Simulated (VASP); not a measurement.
Crystal: Si5Sn.

```
Si Sn
1.0
     5.04306    0.00000    0.00000
    -2.52153    4.36742    0.00000
     0.00000    0.00000    4.71288
Si Sn
5 1
Direct
  0.66479 0.66479 0.00000
  0.33333 0.66667 0.50000
  0.00000 0.33521 0.00000
  0.33521 0.00000 0.00000
  0.66667 0.33333 0.50000
  0.00000 0.00000 0.50000
```

The cell was built from a structure type or drawn by symmetry, and may not be a known phase.

```yaml
Program: VASP 6.6.1
Task: relaxation of cell and atoms
Functional: PBE
Potentials_or_basis: VASP PAW PBE potentials, release 64 (Si, Sn_d)
Cutoff: 600 eV
k_mesh: 6 × 6 × 4
Occupations: gaussian, width 0.1 eV
Spin: no spin polarisation
```

At the start: pressure -1.4 GPa; volume 17.30 Å³/atom.

**Question.** How do energy, volume and symmetry change on relaxing?

**Answer.** Over 39 steps the energy falls by 79.7 meV/atom and the volume is 17.38 Å³/atom (+0.5 %); space group P-62m (No. 189, to 0.1 Å) before and after.

Step by step:
```csv
step,energy change (eV),largest force (eV/Å),pressure (GPa),volume (Å³)
1,0.0000,0.6532,-1.40,103.80
2,-0.0749,0.6072,0.03,101.54
3,-0.0840,0.3116,5.60,95.30
4,-0.1253,0.4784,2.40,98.50
5,-0.1791,0.3767,1.39,99.64
6,-0.2374,0.1926,-0.80,102.71
7,-0.2811,0.2034,-1.02,103.13
8,-0.3889,0.1705,-1.40,104.33
9,-0.3574,0.0063,-2.50,106.49
10,-0.3733,0.0294,-2.15,106.00
11,-0.4108,0.1004,-1.71,105.19
12,-0.4112,0.1357,-1.52,104.77
13,-0.4133,0.1187,-1.60,104.97
14,-0.4311,0.0871,-0.12,103.01
15,-0.4323,0.0767,0.42,102.36
16,-0.4395,0.0687,0.50,102.37
17,-0.4406,0.0625,0.55,102.36
18,-0.4430,0.0658,-0.09,103.23
19,-0.4431,0.0667,-0.26,103.47
20,-0.4447,0.0621,-0.27,103.50
21,-0.4461,0.0545,-0.28,103.62
22,-0.4469,0.0512,-0.20,103.55
23,-0.4488,0.0412,-0.01,103.35
24,-0.4508,0.0264,0.39,102.96
25,-0.4512,0.0238,0.59,102.77
26,-0.4537,0.0298,0.35,103.18
27,-0.4597,0.0666,-0.28,104.41
28,-0.4608,0.0592,-1.54,106.90
29,-0.4635,0.0775,-0.78,105.42
30,-0.4639,0.0704,-1.15,106.11
31,-0.4640,0.0743,-0.99,105.81
32,-0.4651,0.0699,-1.01,105.89
33,-0.4668,0.0561,-1.06,106.15
34,-0.4689,0.0531,-0.86,105.89
35,-0.4736,0.0445,-0.33,105.13
36,-0.4742,0.0286,0.81,103.62
37,-0.4753,0.0355,0.30,104.29
38,-0.4765,0.0356,0.27,104.29
39,-0.4780,0.0348,0.21,104.29
```

Final structure:
```
Si Sn
1.0
     5.08716    0.00000    0.00000
    -2.54358    4.40561    0.00000
     0.00000    0.00000    4.65310
Si Sn
5 1
Direct
  0.53024 0.53024 0.00000
  0.33333 0.66667 0.50000
  0.00000 0.46976 0.00000
  0.46976 0.00000 0.00000
  0.66667 0.33333 0.50000
  0.00000 0.00000 0.50000
```
